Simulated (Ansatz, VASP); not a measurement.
**One calculation of AlN, two programs**

```
CELL_PARAMETERS angstrom
-0.05934 1.94833 1.94833
1.94833 -0.05934 1.94833
1.94833 1.94833 -0.05934
ATOMIC_POSITIONS crystal
Al 0.00000 0.00000 0.00000
N 0.50000 0.50000 0.50000
```

Change from the starting cell: equal xy, yz and zx shear strains of -3 %, crystal datasets.

Alike in both runs: task electric field gradients; functional PBE; k mesh 10 × 10 × 10; occupations fermi-dirac, width 0.02 eV; no spin polarisation.

|  | VASP | Ansatz |
| --- | --- | --- |
| version | VASP 6.6.1 | Ansatz 0.2.0 |
| potentials or method | VASP PAW PBE potentials, release 64 (Al, N), cutoff 520 eV | all-electron PAW with datasets made for the crystal, scalar-relativistic |

```tsv
	VASP	Ansatz	Ansatz less VASP
gap on the k mesh at the Fermi level (eV)	4.29	4.30	+0.007
pressure (GPa)	25.6	25.9	+0.28
traceless stress, the component that is largest in VASP (GPa)	9.86	9.85	-0.010
size of Vzz on the site where it differs most (V/Å²)	1.0	2.3	+1.30
```

Ansatz ran all-electron here, and VASP with PAW potentials.
